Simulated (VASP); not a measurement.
# CdS in VASP: notebook, part 2 of 2

VASP 6.6.1. The steps go on from the part before.

**3. Single point, BHLYP**

Input file POSCAR:

```
CdS
1.0
    0.0000000000      2.9165000000      2.9165000000
    2.9165000000      0.0000000000      2.9165000000
    2.9165000000      2.9165000000      0.0000000000
Cd S
1 1
Direct
    0.0000000000      0.0000000000      0.0000000000
    0.7500000000      0.7500000000      0.7500000000
```

Input file INCAR.step1:

```
SYSTEM = CdS
ALGO = Normal
EDIFF = 1E-5
ENCUT = 520
GGA = PE
ISIF = 2
ISMEAR = -1
LASPH = .True.
LCHARG = .False.
LREAL = .False.
LWAVE = .True.
NBANDS = 16
NELM = 80
PREC = Accurate
SIGMA = 0.05
```

Input file INCAR.step2:

```
SYSTEM = CdS
AEXX = 0.5
AGGAC = 1.0
AGGAX = 0.5
ALDAC = 0.0
ALDAX = 0.5
ALGO = Normal
EDIFF = 1E-7
ENCUT = 520
GGA = B5
ISIF = 2
ISMEAR = -1
ISTART = 1
LASPH = .True.
LCHARG = .False.
LHFCALC = .True.
LREAL = .False.
LWAVE = .False.
NBANDS = 16
NELM = 80
PREC = Accurate
PRECFOCK = Normal
SIGMA = 0.05
```

Input file KPOINTS:

```
k-points
0
Gamma
  5 5 5
  0 0 0
```

Potentials or basis: VASP PAW PBE potentials, release 64 (Cd, S).

Command:

```console
$ cat potpaw_PBE.64/Cd/POTCAR potpaw_PBE.64/S/POTCAR > POTCAR
$ cp INCAR.step1 INCAR
$ mpirun -np 1 vasp_std > vasp.out
$ cp INCAR.step2 INCAR
$ mpirun -np 1 vasp_std > vasp.out
```

Run time: 24 min. Hardware: 1 thread of AMD EPYC 7R43 (Zen 3), shared host; peak memory 0.16 GiB.

The run converged. Its results:

```
Free energy            : -9.4317 eV
Pressure               : 3.7 GPa
Band gap on the k mesh : 4.64 eV
```

Levels at points of the mesh, in eV from the valence-band top:
```
           k point  band 6  band 7  band 8  band 9  band 10  band 11  band 12  band 13
(0.00, 0.00, 0.00)   -9.59    0.00    0.00    0.00     4.64    10.42    10.42    10.42
```

Caveat: the cell stands under pressure; the PAW data sets were made with another functional, which shifts forces and pressure a little.

**4. Relaxation of cell and atoms, BLYP+D3(BJ)**

Input file INCAR:

```
PREC = Accurate
ENCUT = 600
EDIFF = 1E-7
ISMEAR = -1
SIGMA = 0.05
LREAL = False
LASPH = True
NELM = 80
ALGO = Normal
ISIF = 3
LWAVE = False
LCHARG = False
GGA = B5
ALDAX = 1.0
AGGAX = 1.0
AGGAC = 1.0
ALDAC = 0.0
IVDW = 12
VDW_S6 = 1.0
VDW_S8 = 2.6996
VDW_A1 = 0.4298
VDW_A2 = 4.2359
IBRION = 2
NSW = 60
EDIFFG = -0.01
```

Input file KPOINTS:

```
regular mesh
0
Gamma
  8 8 8
```

POSCAR is that of step 3.

Command:

```console
$ cat potpaw_PBE.64/Cd/POTCAR potpaw_PBE.64/S/POTCAR > POTCAR
$ mpirun -np 1 vasp_std > vasp.out
```

Wall time 2.4 min (1 thread of Intel Xeon 8259CL, shared host); peak memory 0.23 GiB.

The run converged. Its results:

| Item | Value |
| --- | --- |
| Free energy | -6.4614 eV |
| Relaxed volume | 25.40 Å³/atom |
| Relaxed cell | a = 4.157 Å, b = 4.157 Å, c = 4.157 Å, α = 60.00°, β = 60.00°, γ = 60.00° |
| Space group after relaxing (to 0.1 Å) | F-43m (No. 216) |
| Energy gained by relaxing | 2.6 meV/atom |
| Ionic steps | 3 |
| Pressure after relaxing | 0.0 GPa |
| Band gap on the k mesh | 1.06 eV |
| Dispersion energy per atom | -0.654 eV |

The path:
```
step  energy change (eV)  largest force (eV/Å)  pressure (GPa)  volume (Å³)
   1              0.0000                0.0000            1.45        49.62
   2             -0.0046                0.0000           -0.50        51.25
   3             -0.0053                0.0000            0.00        50.80
```

Final structure:
```
Cd S
1.0
     0.00000    2.93957    2.93957
     2.93957    0.00000    2.93957
     2.93957    2.93957    0.00000
Cd S
1 1
Direct
  0.00000 0.00000 0.00000
  0.75000 0.75000 0.75000
```

Levels at points of the mesh, in eV from the valence-band top:
```
           k point  band 6  band 7  band 8  band 9  band 10  band 11  band 12  band 13
(0.00, 0.00, 0.00)   -7.25    0.00    0.00    0.00     1.06     6.56     6.56     6.56
(0.50, 0.00, 0.00)   -6.90   -4.23   -0.71   -0.71     2.95     7.04     7.04     7.46
(0.50, 0.50, 0.00)   -6.83   -3.85   -1.78   -1.78     3.68     4.31     9.18    10.59
```

Caveat: the PAW data sets were made with another functional, which shifts forces and pressure a little. Zero-point motion and thermal expansion aren't in these numbers.

**5. Relaxation of cell and atoms, RPBE+D3(BJ)**

Input file INCAR:

```
SYSTEM = CdS
PREC = Accurate
ENCUT = 600
EDIFF = 1E-6
ISMEAR = -1
SIGMA = 0.05
LREAL = .False.
LASPH = .True.
NELM = 80
ALGO = Normal
ISIF = 3
LWAVE = .False.
LCHARG = .False.
GGA = RP
IVDW = 12
IBRION = 2
NSW = 60
EDIFFG = -0.01
```

Input file KPOINTS:

```
Automatic mesh
0
Gamma
  8 8 8
  0 0 0
```

POSCAR is that of step 4.

Command:

```console
$ cat potpaw_PBE.64/Cd/POTCAR potpaw_PBE.64/S/POTCAR > POTCAR
$ mpirun -np 1 vasp_std > vasp.out
```

It took 1.8 min on 1 thread of Intel Xeon 8259CL, shared host; peak memory 0.23 GiB.

It converged, with:

* Free energy: -7.8085 eV
* Relaxed volume: 23.46 Å³/atom
* Relaxed cell: a = 4.048 Å, b = 4.048 Å, c = 4.048 Å, α = 60.00°, β = 60.00°, γ = 60.00°
* Space group after relaxing (to 0.1 Å): F-43m (No. 216)
* Energy gained by relaxing: 15.2 meV/atom
* Ionic steps: 3
* Pressure after relaxing: 0.0 GPa
* Band gap on the k mesh: 1.45 eV
* Dispersion energy per atom: -1.242 eV

The path:
```csv
step,energy change (eV),largest force (eV/Å),pressure (GPa),volume (Å³)
1,0.0000,0.0000,-3.42,49.62
2,-0.0255,0.0000,1.59,45.91
3,-0.0303,0.0000,0.00,46.91
```

Final structure:
```
Cd S
1.0
     0.00000    2.86255    2.86255
     2.86255    0.00000    2.86255
     2.86255    2.86255    0.00000
Cd S
1 1
Direct
  0.00000 0.00000 0.00000
  0.75000 0.75000 0.75000
```

Levels at points of the mesh, in eV from the valence-band top:
| k point | band 5 | band 6 | band 7 | band 8 | band 9 | band 10 | band 11 | band 12 | band 13 |
| --- | --- | --- | --- | --- | --- | --- | --- | --- | --- |
| (0.00, 0.00, 0.00) | -7.39 | -7.39 | 0.00 | 0.00 | 0.00 | 1.45 | 6.60 | 6.60 | 6.60 |
| (0.50, 0.00, 0.00) | -7.35 | -6.96 | -4.70 | -0.83 | -0.83 | 3.23 | 7.08 | 7.08 | 7.85 |
| (0.50, 0.50, 0.00) | -7.29 | -6.88 | -4.16 | -2.06 | -2.06 | 3.62 | 4.51 | 9.69 | 11.24 |

Caveat: the dispersion term is far too large for a dense solid, which distorts pressure and volume; the PAW data sets were made with another functional, which shifts forces and pressure a little. As with any semilocal functional, this RPBE gap is likely too small.

**6. Relaxation of cell and atoms, revPBE**

INCAR: that of step 5 with these lines changed.

```diff
@@ -8,3 +8,3 @@
 LASPH = .True.
-NELM = 80
+NELM = 100
 ALGO = Normal
@@ -13,4 +13,3 @@
 LCHARG = .False.
-GGA = RP
-IVDW = 12
+GGA = RE
 IBRION = 2
```

KPOINTS is that of step 5.

POSCAR is that of step 5.

Potentials or basis: VASP PAW PBE potentials, release 64 (Cd, S).

Command:

```console
$ cat potpaw_PBE.64/Cd/POTCAR potpaw_PBE.64/S/POTCAR > POTCAR
$ mpirun -np 1 vasp_std > vasp.out
```

Wall time 89 s (1 thread of Intel Xeon 8259CL, shared host); peak memory 0.23 GiB.

The run converged. Its results:

```yaml
Free_energy: -5.5908 eV
Relaxed_volume: 26.92 Å³/atom
Relaxed_cell: a = 4.238 Å, b = 4.238 Å, c = 4.238 Å, α = 60.00°, β = 60.00°, γ = 60.00°
Space_group_after_relaxing_to_0.1_Å: F-43m (No. 216)
Energy_gained_by_relaxing: 29.3 meV/atom
Ionic_steps: 3
Pressure_after_relaxing: 0.0 GPa
Band_gap_on_the_k_mesh: 1.10 eV
```

The path:
```
step  energy change (eV)  largest force (eV/Å)  pressure (GPa)  volume (Å³)
   1              0.0000                0.0000            4.80        49.62
   2             -0.0542                0.0000           -1.08        55.14
   3             -0.0587                0.0000            0.04        53.83
```

Final structure:
```
Cd S
1.0
     0.00000    2.99692    2.99692
     2.99692    0.00000    2.99692
     2.99692    2.99692    0.00000
Cd S
1 1
Direct
  0.00000 0.00000 0.00000
  0.75000 0.75000 0.75000
```

Levels at points of the mesh, in eV from the valence-band top:
```
           k point  band 5  band 6  band 7  band 8  band 9  band 10  band 11  band 12  band 13
(0.00, 0.00, 0.00)   -7.10   -7.10    0.00    0.00    0.00     1.10     6.61     6.61     6.61
(0.50, 0.00, 0.00)   -7.07   -6.79   -3.89   -0.64   -0.64     2.98     7.06     7.06     7.39
(0.50, 0.50, 0.00)   -7.03   -6.73   -3.57   -1.60   -1.60     3.83     4.30     9.08    10.39
```

Caveat: the PAW data sets were made with another functional, which shifts forces and pressure a little.

**7. Summary**

| task | level | cell | k mesh | cutoff (eV) | smearing | grid for exact exchange (PRECFOCK) | share of exact exchange | gap on the mesh (eV) | pressure (GPa) | relaxed volume (Å³/atom) |
| --- | --- | --- | --- | --- | --- | --- | --- | --- | --- | --- |
| relaxation of the atoms | BLYP | atoms relaxed, atomic positions A | 6 × 6 × 6 | 520 | gaussian 0.1 eV | - | - | 1.12 | 6.5 | - |
| single point | BHLYP | as given, atomic positions B | 5 × 5 × 5 | 520 | fermi-dirac 0.05 eV | Normal | 0.5 | 4.64 | 3.7 | - |
| relaxation of cell and atoms | BLYP+D3(BJ) | relaxed, atomic positions B | 8 × 8 × 8 | 600 | fermi-dirac 0.05 eV | - | - | 1.06 | 0.0 | 25.40 |
| relaxation of cell and atoms | RPBE+D3(BJ) | relaxed, atomic positions B | 8 × 8 × 8 | 600 | fermi-dirac 0.05 eV | - | - | 1.45 | 0.0 | 23.46 |
| relaxation of cell and atoms | revPBE | relaxed, atomic positions B | 8 × 8 × 8 | 600 | fermi-dirac 0.05 eV | - | - | 1.10 | 0.0 | 26.92 |

Alike in all rows: potentials or basis VASP PAW PBE potentials, release 64 (Cd, S); no spin polarisation.

Caveats: the PAW data sets were made with another functional, which shifts forces and pressure a little; the cell stands under pressure (at least some runs); the dispersion term is far too large for a dense solid, which distorts pressure and volume (at least some runs).

Total energies depend on the potentials used, so only differences within one code and one set of settings carry meaning.
